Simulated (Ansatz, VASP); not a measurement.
# One calculation of B, two programs

The input INCAR:

```
ALGO = Normal ; EDIFF = 1E-6
EDIFFG = -0.04 ; ENCUT = 600
GGA = PE ; IBRION = 2
ISIF = 3 ; ISMEAR = 0
LASPH = T ; LCHARG = F
LREAL = F ; LWAVE = F
NELM = 80 ; NSW = 90
PREC = Accurate ; SIGMA = 0.1
```

File KPOINTS:

```
k-points
0
Gamma
  8 8 8
```

POSCAR

```
B
1.0
   -1.6946780400      1.6946780400      2.7212783600
    1.6946780400     -1.6946780400      2.7212783600
    1.6946780400      1.6946780400     -2.7212783600
B
4
Direct
    0.7202863500      0.2202863500      0.9405727000
    0.2797136500      0.7797136500      0.0594273000
    0.7797136500      0.7202863500      0.5000000000
    0.2202863500      0.2797136500      0.5000000000
```

Input for Ansatz:

```yaml
crystal:
  lattice:
    - [-1.69467804, 1.69467804, 2.72127836]
    - [1.69467804, -1.69467804, 2.72127836]
    - [1.69467804, 1.69467804, -2.72127836]
  atoms:
    - { symbol: B, position: [0.72028635, 0.22028635, 0.9405727] }
    - { symbol: B, position: [0.27971365, 0.77971365, 0.0594273] }
    - { symbol: B, position: [0.77971365, 0.72028635, 0.5] }
    - { symbol: B, position: [0.22028635, 0.27971365, 0.5] }
basis:
  ecutwfc: 420
kpoints:
  mp_grid: { grid: [8, 8, 8] }
hamiltonian:
  xc: pbe
scf:
  occupations: { method: gaussian, width: 0.1 }
  lower_state_search: "off"
output:
  forces: true
  stress: true
  eigenvalues: true
relax:
  adjacent_minimum: "off"
  f_tol: 0.04
  max_steps: 70
  cell: { stress_tol: 0.4 }
```

Alike in both runs: task relaxation of cell and atoms; functional PBE; k mesh 8 × 8 × 8; occupations gaussian, width 0.1 eV; no spin polarisation.

|  | VASP | Ansatz |
| --- | --- | --- |
| version | VASP 6.6.1 | Ansatz 0.2.0 |
| potentials or method | VASP PAW PBE potentials, release 64 (B), cutoff 600 eV | scalar-relativistic, plane waves, PAW |
| valence electrons in the cell | 12 | 12 |

VASP gave:

```
gap on the k mesh at the Fermi level, each at its own relaxed structure (eV) : none
relaxed volume (Å³/atom)                                                     : 10.76
relaxed cell length with the largest relative difference (Å)                 : 4.637
```

Estimate Ansatz's values.

gap on the k mesh at the Fermi level, each at its own relaxed structure (eV): none; relaxed volume (Å³/atom): 11.82; relaxed cell length with the largest relative difference (Å): 4.979.

A gap of «none» marks a metal or a gap that the smearing closes. One of these differences is far larger than is usual between the two programs; its cause wasn't traced.

Noted on VASP's run: the volume moved by over 15 % at a fixed basis, so the end points are rough.
